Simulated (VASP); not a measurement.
A run of VASP 6.6.1:

File INCAR:

```
SYSTEM = AlN
ALGO = Normal
EDIFF = 1E-6
ENCUT = 520
GGA = PS
ISIF = 2
ISMEAR = 0
LASPH = .True.
LCHARG = .True.
LELF = .True.
LREAL = .False.
LVHAR = .True.
LWAVE = .False.
NBANDS = 16
NELM = 80
PREC = Accurate
SIGMA = 0.05
```

KPOINTS

```
k-points
0
Gamma
  12 12 6
  0 0 0
```

File POSCAR:

```
AlN
1.0
    3.3121157418      0.0000000000      0.0000000000
   -1.6560578709      2.8683763727      0.0000000000
    0.0000000000      0.0000000000      4.1875630000
Al N
2 2
Direct
    0.3246176012      0.6623088006      0.7500000000
    0.6579509346      0.3289754673      0.2500000000
    0.3333333333      0.6666666667      0.2500000000
    0.6666666667      0.3333333333      0.7500000000
```

Potentials or basis: VASP PAW PBE potentials, release 64 (Al, N).

Launch:

```console
$ cat potpaw_PBE.64/Al/POTCAR potpaw_PBE.64/N/POTCAR > POTCAR
$ mpirun -np 1 vasp_std > vasp.out
```

Hardware: 1 thread of AMD EPYC 9R45 96-Core Processor (Zen 5) (shared host).

Estimate the wall time of this run.

Run time: 48 s on 1 thread of AMD EPYC 9R45 96-Core Processor (Zen 5) (shared host), peak memory 0.19 GiB. Counts: scf iterations 13, k points 172.
